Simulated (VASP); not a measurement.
Runs of VASP 6.6.1 on Al. The structure is that of space group P6_3/mmc (No. 194), or close to it. The cells are those of the table. This isn't the form of Al at room conditions, which is fcc.

```csv
cell,gap on the mesh (eV),pressure (GPa)
"a = 2.812, b = 2.812, c = 4.989 Å, angles 90.0, 90.0, 120.0°, 2 atoms",none,(a)
"a = 2.883, b = 2.883, c = 4.624 Å, angles 90.0, 90.0, 120.0°, 2 atoms",none,-4.5
"a = 2.883, b = 2.883, c = 4.989 Å, angles 90.0, 90.0, 120.0°, 2 atoms",none,-8.5
"a = 2.953, b = 2.953, c = 4.745 Å, angles 90.0, 90.0, 120.0°, 2 atoms",none,-8.6
"a = 2.953, b = 2.953, c = 5.110 Å, angles 90.0, 90.0, 120.0°, 2 atoms",none,-11.2
"a = 2.883, b = 2.883, c = 4.867 Å, angles 90.0, 90.0, 120.0°, 2 atoms",none,-7.5
"a = 2.812, b = 2.812, c = 5.110 Å, angles 90.0, 90.0, 120.0°, 2 atoms",none,(c)
"a = 2.883, b = 2.883, c = 5.110 Å, angles 90.0, 90.0, 120.0°, 2 atoms",none,(b)
```

Alike in all rows: task single point; level PBEsol+D3(BJ); potentials or basis VASP PAW PBE potentials, release 64 (Al); no spin polarisation; k mesh 18 × 18 × 10; cutoff (eV) 520; smearing gaussian 0.15 eV.

Task: Estimate the missing entries.

Result: (a) -5.7; (b) -9.3; (c) -6.7.

Caveats: the cell stands under tension; the PAW data sets were made with another functional, which shifts forces and pressure a little.

A gap of «none» marks levels without a gap at the run's occupations.
